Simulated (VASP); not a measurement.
## PdRhC4N4: single point with PBE

PdRhC4N4:

```
CELL_PARAMETERS angstrom
6.00802 0.00000 0.00000
0.00000 6.00802 0.00000
0.00000 0.00000 6.00802
ATOMIC_POSITIONS crystal
Pd 0.50000 0.50000 0.50000
Rh 0.00000 0.00000 0.00000
C 0.18795 0.18795 0.18795
C 0.18795 0.81205 0.81205
C 0.81205 0.18795 0.81205
C 0.81205 0.81205 0.18795
N 0.30140 0.30140 0.30140
N 0.30140 0.69860 0.69860
N 0.69860 0.30140 0.69860
N 0.69860 0.69860 0.30140
```

```yaml
Program: VASP 6.6.1
Task: single point
Functional: PBE
Potentials_or_basis: VASP PAW PBE potentials, release 64 (Pd_sv_GW, Rh_sv_GW, C, N)
Cutoff: 700 eV
k_mesh: 4 × 4 × 4
Occupations: gaussian, width 0.1 eV
Spin: collinear spin, ferromagnetic start
Starting_moments: "[0.0, 1.0, 0.0, 0.0, 0.0, 0.0, 0.0, 0.0, 0.0, 0.0] μB"
```

```
Pressure                                              : 0.3 GPa
Largest force                                         : 0.301 eV/Å
Band gap on the k mesh                                : zero (filled and empty bands overlap)
Net moment                                            : 0.98 μB per cell
Site moments                                          : Pd -0.43; Rh +0.79; C +0.03; N +0.04 μB
Valence electrons inside the program's atomic spheres : Pd 15.56; Rh 15.02; C 2.57; N 3.81
```

Forces on the atoms (eV/Å):
```
Pd   0.000  0.000  0.000
Rh   0.000  0.000  0.000
C   -0.164 -0.164 -0.164
C   -0.164  0.164  0.164
C    0.164 -0.164  0.164
C    0.164  0.164 -0.164
N    0.174  0.174  0.174
N    0.174 -0.174 -0.174
N   -0.174  0.174 -0.174
N   -0.174 -0.174  0.174
```

Levels at points of the mesh, in eV from the Fermi level:
Spin up:
```csv
k point,band 33,band 34,band 35,band 36,band 37,band 38,band 39,band 40
"(0.00, 0.00, 0.00)",-0.60,-0.60,-0.60,-0.21,-0.21,-0.21,4.79,4.79
"(0.50, 0.00, 0.00)",-0.98,-0.98,-0.14,-0.11,0.37,0.37,4.51,4.51
"(0.50, 0.50, 0.00)",-0.87,-0.87,-0.13,-0.12,0.28,0.28,4.73,4.73
"(0.50, 0.50, 0.50)",-0.44,-0.44,-0.44,-0.23,-0.23,-0.23,4.96,4.96
```
Spin down:
```csv
k point,band 31,band 32,band 33,band 34,band 35,band 36,band 37,band 38,band 39,band 40
"(0.00, 0.00, 0.00)",-1.10,-1.10,-0.68,-0.68,-0.68,0.08,0.08,0.08,4.99,4.99
"(0.50, 0.00, 0.00)",-1.87,-1.57,-0.96,-0.96,-0.39,0.32,0.57,0.57,4.65,4.65
"(0.50, 0.50, 0.00)",-1.83,-1.54,-0.87,-0.87,-0.41,0.35,0.50,0.50,4.86,4.86
"(0.50, 0.50, 0.50)",-1.01,-1.01,-0.60,-0.60,-0.60,0.14,0.14,0.14,5.08,5.08
```

Run time: 16 min on 1 thread of Intel(R) Xeon(R) Platinum 8259CL CPU @ 2.50GHz (Skylake/Cascade Lake) (shared host), peak memory 0.71 GiB.
